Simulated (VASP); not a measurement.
Runs of VASP 6.6.1 on Si4Se. The structure is that of space group P-3m1 (No. 164), or close to it. The cells are those of the table. 

| task | cell | k mesh | cutoff (eV) | gap on the mesh (eV) | pressure (GPa) | relaxed volume (Å³/atom) | largest force (eV/Å) |
| --- | --- | --- | --- | --- | --- | --- | --- |
| single point | a = 3.611, b = 3.611, c = 7.739 Å, angles 90.0, 90.0, 120.0°, 5 atoms | 6 × 6 × 2 | 520 | none | 0.2 | - | (a) |
| single point | a = 3.601, b = 3.601, c = 7.790 Å, angles 90.0, 90.0, 120.0°, 5 atoms | 12 × 12 × 6 | 520 | none | 0.0 | - | 0.01 |
| single point | a = 3.059, b = 3.059, c = 9.837 Å, angles 90.0, 90.0, 120.0°, 5 atoms | 6 × 6 × 2 | 520 | none | (b) | - | 8.17 |
| relaxation of cell and atoms | relaxed from a = 3.611, b = 3.611, c = 7.739 Å, angles 90.0, 90.0, 120.0°, 5 atoms | 12 × 12 × 6 | 600 | none | 0.0 | 17.49 | - |
| relaxation of cell and atoms | relaxed from a = 3.059, b = 3.059, c = 9.837 Å, angles 90.0, 90.0, 120.0°, 5 atoms | 6 × 6 × 2 | 600 | none | -0.1 | 17.55 | 0.03 |

Alike in all rows: level PBE; potentials or basis VASP PAW PBE potentials, release 64 (Si, Se); no spin polarisation; smearing gaussian 0.1 eV.

Problem. Estimate the missing entries.

Solution. (a) 0.02; (b) 30.2.

Caveats: some runs use coarse meshes; forces of over 1 eV/Å act on the atoms, so gaps and moduli don't describe the material at rest (some runs).

A k mesh can miss the band edges, and the runs leave out spin-orbit coupling on Se.

A gap of «none» marks levels without a gap at the run's occupations.
